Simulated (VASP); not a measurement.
# AlN (NiAs type) (P6_3/mmc) in VASP: relaxation of cell and atoms with PBE

Aim: the relaxation of cell and atoms of AlN (NiAs type) with PBE.

Program: VASP 6.6.1. These are calculated values, not measurements. Logs are shortened: lines on timing, memory, paths and dates and some standing lists are left out, and cuts for length are marked.

## (1) The cell of the first run

The structure is hexagonal, space group P6_3/mmc (No. 194). The conventional cell has a = 2.497 Å, b = 2.497 Å, c = 3.871 Å, α = 90.00°, β = 90.00°, γ = 120.00°. Within 2.3 Å of Al (site symmetry -3m) lie 6 N at 1.74 Å and 2 Al at 1.94 Å. N (site symmetry -6m2) has 6 Al at 1.74 Å within 2.3 Å.

## (2) Relaxation of cell and atoms, PBE, target pressure 300 GPa, at which the enthalpy is minimised

Input file INCAR:

```
PREC = Accurate
ENCUT = 600
EDIFF = 1E-6
ISMEAR = -1
SIGMA = 0.1
LREAL = F
LASPH = T
NELM = 80
ALGO = Normal
ISIF = 3
LWAVE = F
LCHARG = F
GGA = PE
IBRION = 2
NSW = 60
EDIFFG = -0.005
PSTRESS = 3000.0
```

Input file KPOINTS:

```
Automatic mesh
0
Gamma
  13 13 8
```

Input file POSCAR:

```
AlN
1.0
    2.4973936099      0.0000000000      0.0000000000
   -1.2486968049      2.1628063094      0.0000000000
    0.0000000000      0.0000000000      3.8709600953
Al N
2 2
Direct
    0.0000000000      0.0000000000      0.0000000000
    0.0000000000      0.0000000000      0.5000000000
    0.3333333333      0.6666666667      0.2500000000
    0.6666666667      0.3333333333      0.7500000000
```

Potentials or basis: VASP PAW PBE potentials, release 64 (Al, N).

Launch:

```sh
$ cat potpaw_PBE.64/Al/POTCAR potpaw_PBE.64/N/POTCAR > POTCAR
$ mpirun -np 1 vasp_std > vasp.out
```

OUTCAR:

```text
PREC = Accurate
   ENCUT = 600
   EDIFF = 1E-6
   ISMEAR = -1
   LREAL = F
   LASPH = T
   NELM = 80
   ISIF = 3
   GGA = PE
   IBRION = 2
   NSW = 60
   EDIFFG = -0.005
   PSTRESS = 3000.0

 ion  position               nearest neighbor table
   1  0.000  0.000  0.000-   3 1.74   4 1.74   3 1.74   4 1.74   4 1.74   3 1.74   2 1.94   2 1.94
                             2 3.16   2 3.16   2 3.16   2 3.16   2 3.16   2 3.16   2 3.16   2 3.16
   2  0.000  0.000  0.500-   3 1.74   4 1.74   3 1.74   4 1.74   4 1.74   3 1.74   1 1.94   1 1.94
                             1 3.16   1 3.16   1 3.16   1 3.16   1 3.16   1 3.16   1 3.16   1 3.16
   3  0.333  0.667  0.250-   1 1.74   2 1.74   1 1.74   2 1.74   1 1.74   2 1.74
   4  0.667  0.333  0.750-   1 1.74   2 1.74   1 1.74   2 1.74   1 1.74   2 1.74

  LATTYP: Found a hexagonal cell.
 ALAT       =     2.4973936099
 C/A-ratio  =     1.5500000000

  Lattice vectors:

 A1 = (   2.4973936099,   0.0000000000,   0.0000000000)
 A2 = (  -1.2486968049,   2.1628063094,   0.0000000000)
 A3 = (   0.0000000000,   0.0000000000,   3.8709600953)

Analysis of symmetry for initial positions (statically):
=====================================================================
 Subroutine PRICEL returns:
 Original cell was already a primitive cell.

 Routine SETGRP: Setting up the symmetry group for a
 hexagonal supercell.

 Subroutine GETGRP returns: Found 24 space group operations
 (whereof 12 operations were pure point group operations)
 out of a pool of 24 trial point group operations.

The static configuration has the point symmetry D_3d.
 The point group associated with its full space group is D_6h.

Analysis of symmetry for dynamics (positions and initial velocities):
=====================================================================
 Subroutine PRICEL returns:
 Original cell was already a primitive cell.

 Routine SETGRP: Setting up the symmetry group for a
 hexagonal supercell.

 Subroutine GETGRP returns: Found 24 space group operations
 (whereof 12 operations were pure point group operations)
 out of a pool of 24 trial point group operations.

The dynamic configuration has the point symmetry D_3d.
 The point group associated with its full space group is D_6h.

 Subroutine INISYM returns: Found 24 space group operations
 (whereof 12 operations are pure point group operations),
 and found     1 'primitive' translations

----------------------------------------------------------------------------------------

                                     Primitive cell

  volume of cell :      20.9085

  direct lattice vectors                    reciprocal lattice vectors
     2.497393610  0.000000000  0.000000000     0.400417458  0.231181127  0.000000000
    -1.248696805  2.162806309  0.000000000     0.000000000  0.462362254  0.000000000
     0.000000000  0.000000000  3.870960095     0.000000000  0.000000000  0.258333844

  length of vectors
     2.497393610  2.497393610  3.870960095     0.462362254  0.462362254  0.258333844

  position of ions in fractional coordinates (direct lattice)
     0.000000000  0.000000000  0.000000000
     0.000000000  0.000000000  0.500000000
     0.333333333  0.666666667  0.250000000
     0.666666667  0.333333333  0.750000000

  ion indices of the primitive-cell ions
   primitive index   ion index
                 1           1
                 2           2
                 3           3
                 4           4

----------------------------------------------------------------------------------------

 KPOINTS: Automatic mesh

Automatic generation of k-mesh.
 Grid dimensions read from file:
 generate k-points for:   13   13    8

 Generating k-lattice:

  Cartesian coordinates                     Fractional coordinates (reciprocal lattice)
     0.030801343  0.017783164  0.000000000     0.076923077  0.000000000  0.000000000
     0.000000000  0.035566327  0.000000000     0.000000000  0.076923077  0.000000000
     0.000000000  0.000000000  0.032291730     0.000000000  0.000000000  0.125000000

  Length of vectors
     0.035566327  0.035566327  0.032291730

  Shift w.r.t. Gamma in fractional coordinates (k-lattice)
     0.000000000  0.000000000  0.000000000

 Subroutine IBZKPT returns following result:
 ===========================================

 Found    105 irreducible k-points:

 Following reciprocal coordinates:
            Coordinates               Weight
  0.000000  0.000000  0.000000      1.000000
  0.076923  0.000000  0.000000      6.000000
  0.153846 -0.000000  0.000000      6.000000
  0.230769  0.000000  0.000000      6.000000
  0.307692 -0.000000  0.000000      6.000000
  0.384615 -0.000000  0.000000      6.000000
[... 16 lines left out ...]
  0.076923  0.000000  0.125000     12.000000
  0.153846 -0.000000  0.125000     12.000000
 [... further k-points ...]
   k-points           NKPTS =    105   k-points in BZ     NKDIM =    105   number of bands    NBANDS=     12
   number of dos      NEDOS =    301   number of ions     NIONS =      4
   total plane-waves  NPLWV =  12800
   dimension x,y,z NGX =    20 NGY =   20 NGZ =   32
   dimension x,y,z NGXF=    40 NGYF=   40 NGZF=   64
   ions per type =               2   2
   NGX,Y,Z   is equivalent  to a cutoff of  13.31, 13.31, 13.74 a.u.
   NGXF,Y,Z  is equivalent  to a cutoff of  26.63, 26.63, 27.49 a.u.
 SYSTEM =  unknown system
   PREC   = accura    normal or accurate (medium, high low for compatibility)
   ISTART =      0    job   : 0-new  1-cont  2-samecut
   ICHARG =      2    charge: 1-file 2-atom 10-const
   ISPIN  =      1    spin polarized calculation?
   LNONCOLLINEAR =      F non collinear calculations
   LSORBIT =      F    spin-orbit coupling
   LASPH  =      T    aspherical Exc in radial PAW
   ENCUT  =  600.0 eV  44.10 Ry    6.64 a.u.   4.99  4.99  7.73*2*pi/ulx,y,z
   NELM   =     80;   NELMIN=  2; NELMDL= -5     # of ELM steps
   EDIFF  = 0.1E-05   stopping-criterion for ELM
   LREAL  =      F    real-space projection
   EDIFFG = -.5E-02   stopping-criterion for IOM
   NSW    =     60    number of steps for IOM
   IBRION =      2    ionic relax: 0-MD 1-quasi-New 2-CG
   NFREE  =      1    steps in history (QN), initial steepest desc. (CG)
   ISIF   =      3    stress and relaxation
   ISYM   =      2    0-nonsym 1-usesym 2-fastsym
   POTIM  = 0.5000    time-step for ionic-motion
   TEBEG  =    0.0;   TEEND  =   0.0 temperature during run
   PSTRESS= 3000.0 pullay stress
   NELECT =      16.0000    total number of electrons
   NUPDOWN=      -1.0000    fix difference up-down
   EMIN   =  10.00;   EMAX   =-10.00  energy-range for DOS
   EFERMI =   0.00;   METHOD = LEGACY
   ISMEAR =    -1;   SIGMA  =   0.10  broadening in eV -4-tet -1-fermi 0-gaus
   EFERMI_NEDOS =   21; number of points for ismear=-14 and -15
   IALGO  =     38    algorithm
   IMIX   =      4    mixing-type and parameters
     AMIX     =   0.40;   BMIX     =  1.00
     AMIX_MAG =   1.60;   BMIX_MAG =  1.00
  volume/ion in A,a.u.               =       5.23        35.27
  Fermi-wavevector in a.u.,A,eV,Ry     =   1.497409  2.829692 30.507434  2.242233
  Thomas-Fermi vector in A             =   2.609300
   LORBIT       =      0    0 simple, 1 ext, 2 COOP (PROOUT), +10 PAW based schemes
   GGA     = PE    functional components
   LHFCALC =     F    Hartree Fock is set to
   AEXX    =    0.0000 exact exchange contribution
   IVDW    =     0    specifies the selected vdW correction
   LEPSILON=     F    determine dielectric tensor
   LRPA    =     F    only Hartree local field effects (RPA)
 conjugate gradient relaxation of ions
 non-spin polarized calculation
  energy-cutoff  :      600.00
  volume of cell :       20.91
 maximum number of plane-waves:       712
 NGX is ok and might be reduce to    20
   NGX =  9   NGY =  9   NGZ = 15

--------------------------------------- Ionic step        1  -------------------------------------------

 number of electron      15.9999997 magnetization

 Free energy of the ion-electron system (eV)
  ---------------------------------------------------
  ext. energy  EPLUGINS =         0.00000000
  ---------------------------------------------------
  free energy    TOTEN  =       -18.27798233 eV

  energy without entropy =      -18.27798233  energy(sigma->0) =      -18.27798233

------------------------ aborting loop because EDIFF is reached ----------------------------------------

  FORCE on cell =-STRESS in cart. coord.  units (eV):
  Direction    XX          YY          ZZ          XY          YZ          ZX
  --------------------------------------------------------------------------------------
  -------------------------------------------------------------------------------------
  Total       33.8459859     33.8459859     62.6099860      0.0000000      0.0000000      0.0000000
  in kB     2593.5488570   2593.5488570   4797.6755065      0.0000001      0.0000000      0.0000000
  external PRESSURE =     328.2577402 kB  Pullay stress =    3000.0000000 kB
[... 99 lines left out ...]
  FREE ENERGIE OF THE ION-ELECTRON SYSTEM (eV)
  ---------------------------------------------------
  free  energy   TOTEN  =       -21.5098944073 eV

  energy  without entropy=      -21.5098944072  energy(sigma->0) =      -21.50989441

  enthalpy is  TOTEN    =        19.7682874645 eV   P V=       41.2781818718

[... ionic steps 4 to 9 ...]

--------------------------------------- Ionic step       10  -------------------------------------------

 number of electron      15.9999997 magnetization

------------------------ aborting loop because EDIFF is reached ----------------------------------------

  FORCE on cell =-STRESS in cart. coord.  units (eV):
  Direction    XX          YY          ZZ          XY          YZ          ZX
  --------------------------------------------------------------------------------------
  -------------------------------------------------------------------------------------
  Total       39.8878829     39.8878829     39.8497525      0.0000000     -0.0000000      0.0000000
  in kB     3006.1048194   3006.1048193   3003.2311669      0.0000001     -0.0000000      0.0000000
  external PRESSURE =       5.1469352 kB  Pullay stress =    3000.0000000 kB
[... 65 lines left out ...]
  enthalpy is  TOTEN    =        19.6634242883 eV   P V=       39.8634460433

--------------------------------------- Ionic step       12  -------------------------------------------

 number of electron      15.9999997 magnetization

 Free energy of the ion-electron system (eV)
  ---------------------------------------------------
  ext. energy  EPLUGINS =         0.00000000
  ---------------------------------------------------
  free energy    TOTEN  =       -20.16042517 eV

  energy without entropy =      -20.16042517  energy(sigma->0) =      -20.16042517

 E-fermi :  19.2107     XC(G=0): -14.5063

 val. band max:       17.3053837640   @ k =   0.0000   0.0000   0.0000
 cond. band min:      22.7393755507   @ k =   0.4615   0.0000   0.0000
 fundamental gap:      5.4339917868
 Fermi energy:        19.2107374240

 k-point     1 :       0.0000    0.0000    0.0000
  band No.  band energies     occupation
      1      -5.3387      2.00000
      2      -0.6876      2.00000
      3       4.7713      2.00000
      4      15.4736      2.00000
      5      15.4736      2.00000
      6      15.9121      2.00000
      7      17.3054      2.00000
      8      17.3054      2.00000
      9      25.7748      0.00000
     10      27.6084      0.00000
     11      31.0019      0.00000
     12      32.5879      0.00000
[... 331 lines left out ...]
 k-point    24 :       0.1538   -0.0000    0.1250
  band No.  band energies     occupation
      1      -4.5733      2.00000
      2      -0.5709      2.00000
      3       5.9152      2.00000
      4      13.1975      2.00000
      5      14.8133      2.00000
      6      15.0151      2.00000
      7      15.3832      2.00000
      8      16.6019      2.00000
      9      25.8755      0.00000
     10      28.5082      0.00000
     11      30.5823      0.00000
     12      31.0192      0.00000

 [... further k-points ...]
[... 5 lines left out ...]
  --------------------------------------------------------------------------------------
  -------------------------------------------------------------------------------------
  Total       39.8228191     39.8228191     39.8291371      0.0000000      0.0000000      0.0000000
  in kB     2999.9297024   2999.9297022   3000.4056511      0.0000002      0.0000000      0.0000000
  external PRESSURE =       0.0883519 kB  Pullay stress =    3000.0000000 kB
[... 19 lines left out ...]
  FREE ENERGIE OF THE ION-ELECTRON SYSTEM (eV)
  ---------------------------------------------------
  free  energy   TOTEN  =       -20.1604251673 eV

  energy  without entropy=      -20.1604251672  energy(sigma->0) =      -20.16042517

  enthalpy is  TOTEN    =        19.6633271008 eV   P V=       39.8237522681

 reached required accuracy - stopping structural energy minimisation
```

It took 62 s on 1 thread of Intel Xeon 6975P-C (Granite Rapids), shared host; peak memory 0.16 GiB.

What came out:

```yaml
Free_energy: -20.1604 eV
Relaxed_volume: 5.32 Å³/atom
Relaxed_cell: a = 2.411 Å, b = 2.411 Å, c = 4.224 Å, α = 90.00°, β = 90.00°, γ = 120.00°
Space_group_after_relaxing_to_0.05_Å: P6_3/mmc (No. 194)
Energy_change_on_relaxing_the_enthalpy_is_what_falls: -470.6 meV/atom
Ionic_steps: 12
Pressure_after_relaxing: 300.0 GPa
Band_gap_on_the_k_mesh: 5.43 eV, indirect (least direct gap 7.82 eV)
```

The path:
| step | energy change (eV) | largest force (eV/Å) | pressure (GPa) | volume (Å³) |
| --- | --- | --- | --- | --- |
| 1 | 0.0000 | 0.0000 | 332.83 | 20.91 |
| 2 | -2.2796 | 0.0000 | 194.48 | 23.50 |
| 3 | -3.2319 | 0.0000 | 258.65 | 22.04 |
| 4 | -2.9770 | 0.0000 | 267.25 | 21.89 |
| 5 | 2.8822 | 0.0000 | 435.91 | 19.26 |
| 6 | -1.9810 | 0.0000 | 297.00 | 21.32 |
| 7 | -1.9124 | 0.0000 | 299.02 | 21.28 |
| 8 | -1.8897 | 0.0000 | 299.70 | 21.27 |
| 9 | -1.8348 | 0.0000 | 301.55 | 21.24 |
| 10 | -1.8656 | 0.0000 | 300.51 | 21.26 |
| 11 | -1.9220 | 0.0000 | 298.84 | 21.29 |
| 12 | -1.8824 | 0.0000 | 300.01 | 21.27 |

Final structure:
```
Al N
1.0
     2.41131    0.00000    0.00000
    -1.20566    2.08826    0.00000
     0.00000    0.00000    4.22370
Al N
2 2
Cartesian
  0.0000 0.0000 0.0000
  0.0000 0.0000 2.1119
  0.0000 1.3922 1.0559
  1.2057 0.6961 3.1678
```

Levels at points of the mesh, in eV from the valence-band top:
| k point | band 4 | band 5 | band 6 | band 7 | band 8 | band 9 | band 10 | band 11 | band 12 |
| --- | --- | --- | --- | --- | --- | --- | --- | --- | --- |
| (0.00, 0.00, 0.00) | -1.83 | -1.83 | -1.39 | 0.00 | 0.00 | 8.47 | 10.30 | 13.70 | 15.28 |
| (0.00, 0.00, 0.50) | -7.10 | -0.99 | -0.99 | -0.99 | -0.99 | 10.86 | 10.86 | 15.75 | 15.75 |

Caveat: the cell is relaxed towards a set pressure, so the enthalpy falls and the energy may rise. A k mesh can miss the band edges.
